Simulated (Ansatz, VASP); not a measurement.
One calculation of Na4H, two programs

Contents of INCAR:

```
SYSTEM = Na4H
PREC     = Accurate       ! precision mode
ENCUT    = 520            ! plane-wave cutoff, eV
EDIFF    = 1E-6           ! SCF threshold, eV
ISMEAR   = 0              ! smearing method
SIGMA    = 0.1            ! smearing width, eV
LREAL    = .False.        ! projectors in reciprocal space
LASPH    = .True.         ! aspherical terms in the spheres
NELM     = 80             ! most SCF steps
ALGO     = Normal         ! electronic algorithm
ISIF     = 2              ! what is computed and relaxed
LWAVE    = .False.        ! write WAVECAR
LCHARG   = .False.        ! write CHGCAR
LDIPOL   = .True.       
IDIPOL   = 3            
DIPOL    = 0.5 0.5 0.286
GGA      = PE             ! functional
NBANDS   = 40             ! bands
```

Contents of KPOINTS:

```
regular mesh
0
Gamma
  4 4 1
  0 0 0
```

POSCAR

```
Na4H
1.0
    7.2665057608      0.0000000000      0.0000000000
   -2.4221685869      6.8509273320      0.0000000000
    0.0000000000      0.0000000000     20.9665385532
Na H
8 2
Direct
    0.2500000000      0.2500000000      0.1907801800
    0.2500000000      0.7500000000      0.1907801800
    0.7500000000      0.2500000000      0.1907801800
    0.7500000000      0.7500000000      0.1907801800
    0.0000000000      0.0000000000      0.3322693699
    0.0000000000      0.5000000000      0.3322693699
    0.5000000000      0.0000000000      0.3322693699
    0.5000000000      0.5000000000      0.3322693699
   -0.0632353452      0.7500000000      0.3842569689
    0.0632353452      0.7500000000      0.3842569689
```

Input for Ansatz:

```yaml
crystal:
  lattice:
    - [7.2665057608, 0.0, 0.0]
    - [-2.4221685869, 6.850927332, 0.0]
    - [0.0, 0.0, 20.9665385532]
  atoms:
    - { symbol: Na, position: [0.25, 0.25, 0.19078018] }
    - { symbol: Na, position: [0.25, 0.75, 0.19078018] }
    - { symbol: Na, position: [0.75, 0.25, 0.19078018] }
    - { symbol: Na, position: [0.75, 0.75, 0.19078018] }
    - { symbol: Na, position: [0.0, 0.0, 0.3322693699] }
    - { symbol: Na, position: [0.0, 0.5, 0.3322693699] }
    - { symbol: Na, position: [0.5, 0.0, 0.3322693699] }
    - { symbol: Na, position: [0.5, 0.5, 0.3322693699] }
    - { symbol: H, position: [-0.0632353452, 0.75, 0.3842569689] }
    - { symbol: H, position: [0.0632353452, 0.75, 0.3842569689] }
basis:
  ecutwfc: 420
kpoints:
  mp_grid: { grid: [4, 4, 1] }
hamiltonian:
  xc: pbe
scf:
  occupations: { method: gaussian, width: 0.1 }
output:
  forces: true
  eigenvalues: true
efield:
  axis: 3
  dipole_correction: true
  ramp_width: 0.04
```

Alike in both runs: task single point; functional PBE; k mesh 4 × 4 × 1; occupations gaussian, width 0.1 eV; no spin polarisation.

|  | VASP | Ansatz |
| --- | --- | --- |
| version | VASP 6.6.1 | Ansatz 0.2.0 |
| potentials or method | VASP PAW PBE potentials, release 64 (Na_pv, H), cutoff 520 eV | scalar-relativistic, plane waves, PAW |
| valence electrons in the cell | 58 | 74 |

|  | VASP | Ansatz | Ansatz less VASP |
| --- | --- | --- | --- |
| gap on the k mesh at the Fermi level (eV) | none | none | - |
| rms of the force components (eV/Å) | 0.527 | 0.526 | -0.0010 |

Atom by atom the forces differ by 0.001 eV/Å (rms over components). A gap of «none» marks a metal or a gap that the smearing closes. VASP's potentials hold 58 valence electrons a cell and Ansatz's 74, so a difference there can come from the potentials and not from the codes.
